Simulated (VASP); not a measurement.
Input of a VASP 6.6.1 run:

File POSCAR:

```
PbI2
1.0
    4.6097225679      0.0000000000      0.0000000000
   -2.3048612839      3.9921368482      0.0000000000
    0.0000000000      0.0000000000      7.1179871375
Pb I
1 2
Direct
    0.0000000000      0.0000000000      0.0000000000
    0.3333333333      0.6666666667      0.2617237492
    0.6666666667      0.3333333333      0.7382762508
```

INCAR.step1

```
SYSTEM = PbI2
ALGO = Normal ; EDIFF = 1E-5
ENCUT = 550 ; GGA = PE
GGA_COMPAT = .FALSE. ; ISMEAR = 0
LASPH = .TRUE. ; LCHARG = .FALSE.
LREAL = .FALSE. ; LWAVE = .TRUE.
NBANDS = 21 ; NELM = 120
PREC = Accurate ; SIGMA = 0.01
```

INCAR.step2

```
SYSTEM = PbI2
ALGO = Normal ; EDIFF = 1E-6
ENCUT = 550 ; GGA_COMPAT = .FALSE.
ISIF = 2 ; ISMEAR = 0
ISTART = 1 ; LASPH = .TRUE.
LCHARG = .FALSE. ; LMIXTAU = .TRUE.
LREAL = .FALSE. ; LWAVE = .FALSE.
METAGGA = R2SCAN ; NBANDS = 21
NELM = 120 ; PREC = Accurate
SIGMA = 0.01
```

File KPOINTS:

```
k-points
0
G
  6 6 4
  0 0 0
```

Potentials or basis: VASP PAW PBE potentials, release 64 (Pb_d, I).

Launch:

```sh
$ cat potpaw_PBE.64/Pb_d/POTCAR potpaw_PBE.64/I/POTCAR > POTCAR
$ cp INCAR.step1 INCAR
$ mpirun -np 1 vasp_std > vasp.out
$ cp INCAR.step2 INCAR
$ mpirun -np 1 vasp_std > vasp.out
```

(1) What does it give for the band gap on the k mesh?

(2) Estimate the pressure.

Answers

(1) 2.67 eV.

(2) 0.3 GPa.

Caveat: the cell differs from its parent crystal (strain +1.0%); the PAW data sets were made with another functional, which shifts forces and pressure a little; spin-orbit coupling is left out, which moves the levels of the heavy elements.
